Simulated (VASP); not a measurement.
# Nb2B (P6/mmm) in VASP: further runs, part 2 of 2

VASP 6.6.1. The steps go on from the part before.

## 4. Single point, PBE, collinear spin, ferromagnetic start

This run uses another cell than the first one, of 14.92 Å³/atom, 0.997 times its volume.

INCAR

```
PREC = Accurate ; ENCUT = 520
EDIFF = 1E-7 ; ISMEAR = 0
SIGMA = 0.1 ; LREAL = F
LASPH = T ; NELM = 150
ALGO = Normal ; ISIF = 2
LWAVE = F ; LCHARG = F
ISPIN = 2 ; MAGMOM = 1 1 0
LORBIT = 11 ; LMAXMIX = 4
GGA = PE ; NBANDS = 26
```

KPOINTS

```
Automatic mesh
0
Gamma
  6 6 6
```

POSCAR

```
Nb2B
1.0
    4.3971194348      0.0000000000      0.0000000000
   -2.1985597174      3.8080171340      0.0000000000
    0.0000000000      0.0000000000      2.6725088280
Nb B
2 1
Direct
    0.3333333333      0.6666666667      0.5000000000
    0.6666666667      0.3333333333      0.5000000000
    0.0000000000      0.0000000000      0.0000000000
```

Potentials or basis: VASP PAW PBE potentials, release 64 (Nb_sv, B).

Command:

```bash
$ cat potpaw_PBE.64/Nb_sv/POTCAR potpaw_PBE.64/B/POTCAR > POTCAR
$ mpirun -np 1 vasp_std > vasp.out
```

OUTCAR:

```text
PREC = Accurate
   ENCUT = 520
   EDIFF = 1E-7
   ISMEAR = 0
   LREAL = F
   LASPH = T
   NELM = 150
   ISIF = 2
   ISPIN = 2
   LORBIT = 11
   GGA = PE

 ion  position               nearest neighbor table
   1  0.333  0.667  0.500-   2 2.54   2 2.54   2 2.54
   2  0.667  0.333  0.500-   1 2.54   1 2.54   1 2.54
   3  0.000  0.000  0.000-

  LATTYP: Found a hexagonal cell.
 ALAT       =     4.3971194348
 C/A-ratio  =     0.6077862718

  Lattice vectors:

 A1 = (   4.3971194348,   0.0000000000,   0.0000000000)
 A2 = (  -2.1985597174,   3.8080171340,   0.0000000000)
 A3 = (   0.0000000000,   0.0000000000,   2.6725088280)

Analysis of symmetry for initial positions (statically):
=====================================================================
 Subroutine PRICEL returns:
 Original cell was already a primitive cell.

 Routine SETGRP: Setting up the symmetry group for a
 hexagonal supercell.

 Subroutine GETGRP returns: Found 24 space group operations
 (whereof 24 operations were pure point group operations)
 out of a pool of 24 trial point group operations.

The static configuration has the point symmetry D_6h.

Analysis of symmetry for dynamics (positions and initial velocities):
=====================================================================
 Subroutine PRICEL returns:
 Original cell was already a primitive cell.

 Routine SETGRP: Setting up the symmetry group for a
 hexagonal supercell.

 Subroutine GETGRP returns: Found 24 space group operations
 (whereof 24 operations were pure point group operations)
 out of a pool of 24 trial point group operations.

The dynamic configuration has the point symmetry D_6h.

Analysis of structural, dynamic, and magnetic symmetry:
=====================================================================
 Subroutine PRICEL returns:
 Original cell was already a primitive cell.
[... 148 lines left out ...]

 number of electron      29.0000002 magnetization      -0.0215209

 number of electron      29.0000002 magnetization       0.0000280

 Free energy of the ion-electron system (eV)
  ---------------------------------------------------
  ext. energy  EPLUGINS =         0.00000000
  ---------------------------------------------------
  free energy    TOTEN  =       -24.30016842 eV

  energy without entropy =      -24.29135000  energy(sigma->0) =      -24.29575921

 E-fermi :  10.3792     XC(G=0): -12.2233

 val. band max:       10.3772101625   @ k =   0.1667   0.1667   0.1667
 cond. band min:      10.3874075746   @ k =   0.1667   0.0000   0.0000
 fundamental gap:      0.0101974121
 Fermi energy:        10.3791738889

 spin component 1

 k-point     1 :       0.0000    0.0000    0.0000
  band No.  band energies     occupation
      1     -44.4802      1.00000
      2     -43.9163      1.00000
      3     -21.1701      1.00000
      4     -21.1701      1.00000
      5     -19.6687      1.00000
      6     -19.5896      1.00000
[... 685 lines left out ...]
     25      20.0819      0.00000
     26      20.6168      0.00000

 [... further k-points ...]

 spin component 2

 k-point     1 :       0.0000    0.0000    0.0000
  band No.  band energies     occupation
      1     -44.4802      1.00000
      2     -43.9163      1.00000
      3     -21.1701      1.00000
      4     -21.1701      1.00000
      5     -19.6687      1.00000
      6     -19.5896      1.00000
[... 685 lines left out ...]
     25      20.0819      0.00000
     26      20.6168      0.00000

 [... further k-points ...]
[... 5 lines left out ...]
  --------------------------------------------------------------------------------------
  -------------------------------------------------------------------------------------
  Total       -0.0316026     -0.0316026     -0.0615948      0.0000000     -0.0000000      0.0000000
  in kB       -1.1314793     -1.1314793     -2.2053048      0.0000000     -0.0000000      0.0000000
  external PRESSURE =      -1.4894212 kB  Pullay stress =       0.0000000 kB

 VOLUME and BASIS-vectors are now :
 -----------------------------------------------------------------------------
  energy-cutoff  :      520.00
  volume of cell :       44.75
      direct lattice vectors                 reciprocal lattice vectors
     4.397119435  0.000000000  0.000000000     0.227421614  0.131301930  0.000000000
    -2.198559717  3.808017134  0.000000000     0.000000000  0.262603860  0.000000000
     0.000000000  0.000000000  2.672508828     0.000000000  0.000000000  0.374180242

 POSITION                                       TOTAL-FORCE (eV/Angst)
 -----------------------------------------------------------------------------------
     -0.00000      2.53868      1.33625         0.000000     -0.000000      0.000000
      2.19856      1.26934      1.33625        -0.000000      0.000000     -0.000000
      0.00000      0.00000      0.00000         0.000000      0.000000     -0.000000
 -----------------------------------------------------------------------------------
    total drift:                                0.000000     -0.000000     -0.000000

  FREE ENERGIE OF THE ION-ELECTRON SYSTEM (eV)
  ---------------------------------------------------
  free  energy   TOTEN  =       -24.3001684205 eV

  energy  without entropy=      -24.2913499986  energy(sigma->0) =      -24.29575921

 total charge

# of ion       s       p       d       tot
------------------------------------------
    1        2.211   5.990   2.747  10.948
    2        2.211   5.990   2.747  10.948
    3        0.638   0.791   0.000   1.429
--------------------------------------------------
tot          5.060  12.770   5.494  23.325

 magnetization (x)

# of ion       s       p       d       tot
------------------------------------------
    1        0.000   0.000  -0.000  -0.000
    2        0.000   0.000  -0.000  -0.000
    3        0.000  -0.000   0.000  -0.000
--------------------------------------------------
tot          0.000  -0.000  -0.000  -0.000
```

stdout:

```text
POSCAR found type information on POSCAR NbB
 POSCAR found :  2 types and       3 ions
 scaLAPACK will be used
 LDA part: xc-table for (Slater+PW92), standard interpolation
 POSCAR, INCAR and KPOINTS ok, starting setup
 FFT: planning ... GRIDC
 FFT: planning ... GRID_SOFT
 FFT: planning ... GRID
 WAVECAR not read
 entering main loop
```

Run time: 97 s. Hardware: 1 thread of Intel Xeon Platinum 8375C at 2.90GHz (Ice Lake), shared host; peak memory 0.21 GiB.

What came out:

- Free energy: -24.3002 eV
- Pressure: -0.1 GPa
- Net moment: 0.00 μB per cell
- Valence electrons inside the program's atomic spheres: Nb 10.95; B 1.43

Stress tensor (GPa, compression positive):
```
-0.11  0.00  0.00
 0.00 -0.11  0.00
 0.00  0.00 -0.22
```

Caveat: the k points lie up to 0.39 Å⁻¹ apart.

## 5. Summary

| task | spin | cell | k mesh | cutoff (eV) | gap on the mesh (eV) | pressure (GPa) |
| --- | --- | --- | --- | --- | --- | --- |
| single point | off | a = 4.408, b = 4.408, c = 2.669 Å, angles 90.0, 90.0, 120.0°, 3 atoms | 12 × 12 × 18 | 520 | none | -0.2 |
| relaxation of cell and atoms | off | relaxed from a = 4.397, b = 4.397, c = 2.673 Å, angles 90.0, 90.0, 120.0°, 3 atoms | 12 × 12 × 18 | 600 | none | -0.1 |
| single point | collinear, ferromagnetic start | a = 4.397, b = 4.397, c = 2.673 Å, angles 90.0, 90.0, 120.0°, 3 atoms | 6 × 6 × 6 | 520 | none | -0.1 |

Alike in all rows: level PBE; potentials or basis VASP PAW PBE potentials, release 64 (Nb_sv, B); smearing gaussian 0.1 eV.

Caveats: some runs use coarse meshes.

Absolute energies hang on the potentials; compare differences alone.
